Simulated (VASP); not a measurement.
Here is a VASP 6.6.1 calculation.

File INCAR:

```
PREC = Accurate
ENCUT = 600
EDIFF = 1E-6
ISMEAR = -1
SIGMA = 0.05
LREAL = False
LASPH = True
NELM = 60
ALGO = Normal
ISIF = 3
LWAVE = False
LCHARG = False
IBRION = 2
NSW = 60
EDIFFG = -0.01
```

The input KPOINTS:

```
regular mesh
0
Gamma
  10 10 6
```

POSCAR

```
WC
1.0
    1.6403461100     -2.1180379000      0.0000000000
    1.6403461100      2.1180379000      0.0000000000
    0.0000000000      0.0000000000      4.3094211000
W C
1 1
Direct
    0.5000000000      0.5000000000      0.5000000000
    0.0000000000      0.0000000000      0.0000000000
```

Potentials or basis: VASP PAW LDA potentials, release 64 (W_sv, C).

Run with:

```sh
$ cat potpaw_LDA.64/W_sv/POTCAR potpaw_LDA.64/C/POTCAR > POTCAR
$ mpirun -np 1 vasp_std > vasp.out
```

Problem. Estimate the band gap on the k mesh.

Solution. Zero (bands 9 and 10 overlap by 3.46 eV).

Problem. Predict the relaxed cell.

Solution. a = 2.943 Å, b = 2.943 Å, c = 2.992 Å, α = 90.00°, β = 90.00°, γ = 120.30°.

Problem. What does it give for the space group after relaxing (to 0.1 Å)?

Solution. Cmmm (No. 65).

The path:
| step | energy change (eV) | largest force (eV/Å) | pressure (GPa) | volume (Å³) |
| --- | --- | --- | --- | --- |
| 1 | 0.0000 | 0.0000 | -40.69 | 29.94 |
| 2 | -1.1767 | 0.0000 | 188.77 | 15.95 |
| 3 | -2.7415 | 0.0000 | 22.87 | 20.23 |
| 4 | -2.2160 | 0.0000 | 161.10 | 17.20 |
| 5 | -3.6684 | 0.0000 | 54.23 | 18.98 |
| 6 | -3.6834 | 0.0000 | 61.81 | 18.79 |
| 7 | -4.0953 | 0.0000 | -26.17 | 24.47 |
| 8 | -4.3687 | 0.0000 | -2.45 | 21.94 |
| 9 | -4.3690 | 0.0000 | -1.64 | 21.88 |
| 10 | -4.3992 | 0.0000 | 2.11 | 21.95 |
| 11 | -4.3962 | 0.0000 | 9.13 | 22.02 |
| 12 | -4.4071 | 0.0000 | 5.48 | 21.99 |
| 13 | -4.4135 | 0.0000 | -1.50 | 22.65 |
| 14 | -4.4149 | 0.0000 | 0.50 | 22.45 |
| 15 | -4.4157 | 0.0000 | -0.23 | 22.43 |
| 16 | -4.4159 | 0.0000 | -0.63 | 22.42 |
| 17 | -4.4160 | 0.0000 | 0.23 | 22.33 |
| 18 | -4.4161 | 0.0000 | 0.08 | 22.35 |
| 19 | -4.4161 | 0.0000 | 0.05 | 22.36 |
| 20 | -4.4161 | 0.0000 | -0.02 | 22.36 |
| 21 | -4.4161 | 0.0000 | -0.08 | 22.38 |

Caveat: the volume moved by over 15 % at a fixed basis, so the end points are rough; spin-orbit coupling is left out, which moves the levels of the heavy elements.
